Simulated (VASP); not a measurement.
# SiC4 in VASP: a series of runs, part 2 of 3

VASP 6.6.1. The steps go on from the part before.

**3. Single point, PBE, collinear spin**

File INCAR:

```
SYSTEM = SiC4
  ALGO = Normal
  EDIFF = 1E-6
  ENCUT = 1300
  GGA = PE
  GGA_COMPAT = .False.
  ISIF = 2
  ISMEAR = 0
  ISPIN = 2
  LASPH = .True.
  LCHARG = .False.
  LORBIT = 11
  LREAL = .False.
  LWAVE = .False.
  MAGMOM = 0 1 1 1 1
  NBANDS = 22
  NELM = 200
  PREC = Accurate
  SIGMA = 0.1
```

File KPOINTS:

```
k-points
0
Gamma
  6 6 6
  0 0 0
```

File POSCAR:

```
SiC4
1.0
   -2.0694554655      2.0694554655      3.6858245886
    2.0694554655     -2.0694554655      3.6858245886
    2.0694554655      2.0694554655     -3.6858245886
Si C
1 4
Direct
    0.5000000000      0.5000000000      0.0000000000
    0.8232338452      0.8232338452      0.6464676905
    0.1767661548      0.1767661548      0.3535323095
    0.8232338452      0.1767661548      0.0000000000
    0.1767661548      0.8232338452      0.0000000000
```

Potentials or basis: VASP PAW PBE potentials, release 64 (Si, C_h).

Started as:

```bash
> cat potpaw_PBE.64/Si/POTCAR potpaw_PBE.64/C_h/POTCAR > POTCAR
> mpirun -np 1 vasp_std > vasp.out
```

OUTCAR:

```text
SYSTEM = SiC4
   EDIFF = 1E-6
   ENCUT = 1300
   GGA = PE
   ISIF = 2
   ISMEAR = 0
   ISPIN = 2
   LASPH = .True.
   LORBIT = 11
   LREAL = .False.
   NELM = 200
   PREC = Accurate

 ion  position               nearest neighbor table
   1  0.500  0.500  0.000-   4 1.89   5 1.89   2 1.89   3 1.89
   2  0.823  0.823  0.646-   4 1.46   5 1.46   1 1.89
   3  0.177  0.177  0.354-   4 1.46   5 1.46   1 1.89
   4  0.823  0.177  0.000-   2 1.46   3 1.46   1 1.89
   5  0.177  0.823  0.000-   2 1.46   3 1.46   1 1.89

  LATTYP: Found a body centered tetragonal cell.
 ALAT       =     4.1389109310
 C/A-ratio  =     1.7810601146

  Lattice vectors:

 A1 = (  -2.0694554655,   2.0694554655,   3.6858245886)
 A2 = (   2.0694554655,  -2.0694554655,   3.6858245886)
 A3 = (   2.0694554655,   2.0694554655,  -3.6858245886)

Analysis of symmetry for initial positions (statically):
=====================================================================
 Subroutine PRICEL returns:
 Original cell was already a primitive cell.

 Routine SETGRP: Setting up the symmetry group for a
 body centered tetragonal supercell.

 Subroutine GETGRP returns: Found 16 space group operations
 (whereof 16 operations were pure point group operations)
 out of a pool of 16 trial point group operations.

The static configuration has the point symmetry D_4h.

Analysis of symmetry for dynamics (positions and initial velocities):
=====================================================================
 Subroutine PRICEL returns:
 Original cell was already a primitive cell.

 Routine SETGRP: Setting up the symmetry group for a
 body centered tetragonal supercell.

 Subroutine GETGRP returns: Found 16 space group operations
 (whereof 16 operations were pure point group operations)
 out of a pool of 16 trial point group operations.

The dynamic configuration has the point symmetry D_4h.

Analysis of structural, dynamic, and magnetic symmetry:
=====================================================================
 Subroutine PRICEL returns:
 Original cell was already a primitive cell.

 Routine SETGRP: Setting up the symmetry group for a
 body centered tetragonal supercell.

 Subroutine GETGRP returns: Found 16 space group operations
 (whereof 16 operations were pure point group operations)
 out of a pool of 16 trial point group operations.

The overall configuration has the point symmetry D_4h.

 Subroutine INISYM returns: Found 16 space group operations
 (whereof 16 operations are pure point group operations),
 and found     1 'primitive' translations

----------------------------------------------------------------------------------------

                                     Primitive cell

  volume of cell :      63.1403

  direct lattice vectors                    reciprocal lattice vectors
    -2.069455465  2.069455465  3.685824589     0.000000000  0.241609452  0.135654855
     2.069455465 -2.069455465  3.685824589     0.241609452  0.000000000  0.135654855
     2.069455465  2.069455465 -3.685824589     0.241609452  0.241609452  0.000000000

  length of vectors
     4.706441835  4.706441835  4.706441835     0.277087291  0.277087291  0.341687363

  position of ions in fractional coordinates (direct lattice)
     0.500000000  0.500000000  0.000000000
     0.823233845  0.823233845  0.646467691
[... 75 lines left out ...]
   ISTART =      0    job   : 0-new  1-cont  2-samecut
   ICHARG =      2    charge: 1-file 2-atom 10-const
   ISPIN  =      2    spin polarized calculation?
   LNONCOLLINEAR =      F non collinear calculations
   LSORBIT =      F    spin-orbit coupling
   LASPH  =      T    aspherical Exc in radial PAW
   ENCUT  = 1300.0 eV  95.55 Ry    9.77 a.u.  13.84 13.84 13.84*2*pi/ulx,y,z
   NELM   =    200;   NELMIN=  2; NELMDL= -5     # of ELM steps
   EDIFF  = 0.1E-05   stopping-criterion for ELM
   LREAL  =      F    real-space projection
[... 7 lines left out ...]
   TEBEG  =    0.0;   TEEND  =   0.0 temperature during run
   PSTRESS=    0.0 pullay stress
   NELECT =      20.0000    total number of electrons
   NUPDOWN=      -1.0000    fix difference up-down
   EMIN   =  10.00;   EMAX   =-10.00  energy-range for DOS
   EFERMI =   0.00;   METHOD = LEGACY
   ISMEAR =     0;   SIGMA  =   0.10  broadening in eV -4-tet -1-fermi 0-gaus
   EFERMI_NEDOS =   21; number of points for ismear=-14 and -15
   IALGO  =     38    algorithm
   IMIX   =      4    mixing-type and parameters
     AMIX     =   0.40;   BMIX     =  1.00
     AMIX_MAG =   1.60;   BMIX_MAG =  1.00
  volume/ion in A,a.u.               =      12.63        85.22
  Fermi-wavevector in a.u.,A,eV,Ry     =   1.115962  2.108861 16.944289  1.245370
  Thomas-Fermi vector in A             =   2.252571
   LORBIT       =     11    0 simple, 1 ext, 2 COOP (PROOUT), +10 PAW based schemes
   GGA     = PE    functional components
   LHFCALC =     F    Hartree Fock is set to
   AEXX    =    0.0000 exact exchange contribution
   IVDW    =     0    specifies the selected vdW correction
   LEPSILON=     F    determine dielectric tensor
   LRPA    =     F    only Hartree local field effects (RPA)
 spin polarized calculation
 Gauss-broadening in eV      SIGMA  =   0.10
  energy-cutoff  :     1300.00
  volume of cell :       63.14
 maximum number of plane-waves:      6762
   NGX = 27   NGY = 27   NGZ = 27

 number of electron      20.0000000 magnetization      -0.0003677

 number of electron      20.0000000 magnetization       0.0001611

 Free energy of the ion-electron system (eV)
  ---------------------------------------------------
  ext. energy  EPLUGINS =         0.00000000
  ---------------------------------------------------
  free energy    TOTEN  =       -36.59216766 eV

  energy without entropy =      -36.57612743  energy(sigma->0) =      -36.58414755

 E-fermi :   3.7262     XC(G=0):  -9.3785

 val. band max:        3.7073966551   @ k =   0.5000   0.3333   0.0000
 cond. band min:       3.7332519315   @ k =   0.3333   0.3333   0.1667
 fundamental gap:      0.0258552764
 Fermi energy:         3.7261577687

 spin component 1

 k-point     1 :       0.0000    0.0000    0.0000
  band No.  band energies     occupation
      1     -14.0869      1.00000
      2      -6.3579      1.00000
      3      -6.0916      1.00000
      4      -6.0916      1.00000
      5      -2.7783      1.00000
      6      -1.1508      1.00000
[... 589 lines left out ...]
     21      16.8615      0.00000
     22      17.5891      0.00000

 [... further k-points ...]

 spin component 2

 k-point     1 :       0.0000    0.0000    0.0000
  band No.  band energies     occupation
      1     -14.0869      1.00000
      2      -6.3578      1.00000
      3      -6.0915      1.00000
      4      -6.0915      1.00000
      5      -2.7783      1.00000
      6      -1.1507      1.00000
[... 589 lines left out ...]
     21      16.8616      0.00000
     22      17.5891      0.00000

 [... further k-points ...]
[... 5 lines left out ...]
  --------------------------------------------------------------------------------------
  -------------------------------------------------------------------------------------
  Total       -0.0864375     -0.0864375      0.0315695      0.0000000      0.0000000     -0.0000000
  in kB       -2.1933393     -2.1933393      0.8010708      0.0000000      0.0000000     -0.0000000
  external PRESSURE =      -1.1952026 kB  Pullay stress =       0.0000000 kB

 VOLUME and BASIS-vectors are now :
 -----------------------------------------------------------------------------
  energy-cutoff  :     1300.00
  volume of cell :       63.14
      direct lattice vectors                 reciprocal lattice vectors
    -2.069455465  2.069455465  3.685824589     0.000000000  0.241609452  0.135654855
     2.069455465 -2.069455465  3.685824589     0.241609452  0.000000000  0.135654855
     2.069455465  2.069455465 -3.685824589     0.241609452  0.241609452  0.000000000

 POSITION                                       TOTAL-FORCE (eV/Angst)
 -----------------------------------------------------------------------------------
      0.00000      0.00000      3.68582        -0.000000      0.000000     -0.000000
      1.33784      1.33784      3.68582        -0.007580     -0.007580     -0.000000
      0.73162      0.73162      0.00000         0.007580      0.007580      0.000000
     -1.33784      1.33784      3.68582         0.007580     -0.007580      0.000000
      1.33784     -1.33784      3.68582        -0.007580      0.007580      0.000000
 -----------------------------------------------------------------------------------
    total drift:                                0.000000      0.000000     -0.000000

  FREE ENERGIE OF THE ION-ELECTRON SYSTEM (eV)
  ---------------------------------------------------
  free  energy   TOTEN  =       -36.5921676636 eV

  energy  without entropy=      -36.5761274333  energy(sigma->0) =      -36.58414755

 total charge

# of ion       s       p       d       tot
------------------------------------------
    1        0.680   0.962   0.000   1.642
    2        0.488   0.943   0.000   1.431
    3        0.488   0.943   0.000   1.431
    4        0.488   0.943   0.000   1.431
    5        0.488   0.943   0.000   1.431
--------------------------------------------------
tot          2.634   4.734   0.000   7.367

 magnetization (x)

# of ion       s       p       d       tot
------------------------------------------
    1       -0.000  -0.000   0.000  -0.000
    2        0.000   0.000   0.000   0.000
    3        0.000   0.000   0.000   0.000
    4        0.000   0.000   0.000   0.000
    5        0.000   0.000   0.000   0.000
--------------------------------------------------
tot          0.000   0.000   0.000   0.000
```

It took 3.6 min on 1 thread of Intel Xeon 6975P-C (Granite Rapids), shared host; peak memory 0.68 GiB.

Results:

| Property | Result |
| --- | --- |
| Free energy | -36.5922 eV |
| Pressure | -0.1 GPa |
| Largest force | 0.011 eV/Å |
| Band gap on the k mesh | zero (filled and empty bands overlap) |
| Net moment | 0.00 μB per cell |
| Valence electrons inside the program's atomic spheres | Si 1.64; C 1.43 |

Forces in eV/Å, atoms in the order of the input:
```
Si   0.000  0.000  0.000
C   -0.008 -0.008  0.000
C    0.008  0.008  0.000
C    0.008 -0.008  0.000
C   -0.008  0.008  0.000
```

Stress tensor (GPa, compression positive):
```
-0.22  0.00  0.00
 0.00 -0.22  0.00
 0.00  0.00  0.08
```

Levels at points of the mesh, in eV from the Fermi level:
Spin up:
```tsv
k point	band 7	band 8	band 9	band 10	band 11	band 12	band 13	band 14
(0.00, 0.00, 0.00)	-3.48	-3.48	-2.89	0.15	0.15	2.20	3.22	5.31
(0.50, 0.00, 0.00)	-4.81	-4.02	-2.14	0.33	1.28	4.43	4.88	5.43
(0.50, 0.50, 0.00)	-3.28	-1.81	-1.80	-1.04	0.08	0.41	4.93	7.61
(0.50, 0.50, 0.50)	-3.48	-3.48	-2.76	1.13	1.13	3.00	3.60	6.02
```
Spin down:
| k point | band 6 | band 7 | band 8 | band 9 | band 10 | band 11 | band 12 | band 13 | band 14 | band 15 |
| --- | --- | --- | --- | --- | --- | --- | --- | --- | --- | --- |
| (0.00, 0.00, 0.00) | -4.88 | -3.48 | -3.48 | -2.89 | 0.15 | 0.15 | 2.20 | 3.22 | 5.31 | 6.66 |
| (0.50, 0.00, 0.00) | -5.91 | -4.81 | -4.02 | -2.14 | 0.33 | 1.28 | 4.43 | 4.88 | 5.43 | 6.39 |
| (0.50, 0.50, 0.00) | -3.89 | -3.28 | -1.81 | -1.80 | -1.04 | 0.08 | 0.41 | 4.93 | 7.61 | 7.68 |
| (0.50, 0.50, 0.50) | -6.35 | -3.48 | -3.48 | -2.76 | 1.13 | 1.13 | 3.00 | 3.60 | 6.02 | 10.43 |

(Part 2 of 3 ends here.)

The gap in the log of VASP goes by the Fermi energy; the results here count the filled bands.